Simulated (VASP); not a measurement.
BaZrO3, 5 atoms in the cell. Symmetry: Amm2, No. 38, orthorhombic system. The conventional cell has a = 4.181 Å, b = 5.914 Å, c = 5.914 Å, α = 90.00°, β = 90.00°, γ = 90.00°. Ba (site symmetry mm2) has 12 O at 2.76 to 3.16 Å and 2 Zr at 3.46 Å within 3.6 Å. Within 2.8 Å of Zr (site symmetry mm2) lie 6 O at 2.09 Å. O (site symmetry m) has 2 Zr at 2.09 Å within 2.8 Å. O (site symmetry mm2) has 2 Zr at 2.09 Å and 1 Ba at 2.76 Å within 2.8 Å.  This cell differs from its parent crystal: all Ba atoms moved -0.200 Å, as atom 1 along Cartesian [1 -1 0].

```yaml
Program: VASP 6.6.1
Task: single point
Functional: PBE
Potentials_or_basis: VASP PAW PBE potentials, release 64 (Ba_sv, Zr_sv, O)
Cutoff: 520 eV
k_mesh: 6 × 6 × 6
Occupations: gaussian, width 0.05 eV
Spin: no spin polarisation
Dipole_correction: no
Further_INCAR_settings: ALGO = Normal; EDIFF = 1e-07; NBANDS = 28
```

Potentials or basis: VASP PAW PBE potentials, release 64 (Ba_sv, Zr_sv, O).

The run is started by

```console
$ cat potpaw_PBE.64/Ba_sv/POTCAR potpaw_PBE.64/Zr_sv/POTCAR potpaw_PBE.64/O/POTCAR > POTCAR
$ mpirun -np 1 vasp_std > vasp.out
```

Hardware: 1 thread of Intel(R) Xeon(R) 6975P-C (Granite Rapids), with other jobs on the host.

Question: How long does it take, and how much memory?

Answer: Run time: 55 s on 1 thread of Intel(R) Xeon(R) 6975P-C (Granite Rapids) (shared host), peak memory 0.25 GiB. Counts: scf iterations 15, k points 52.
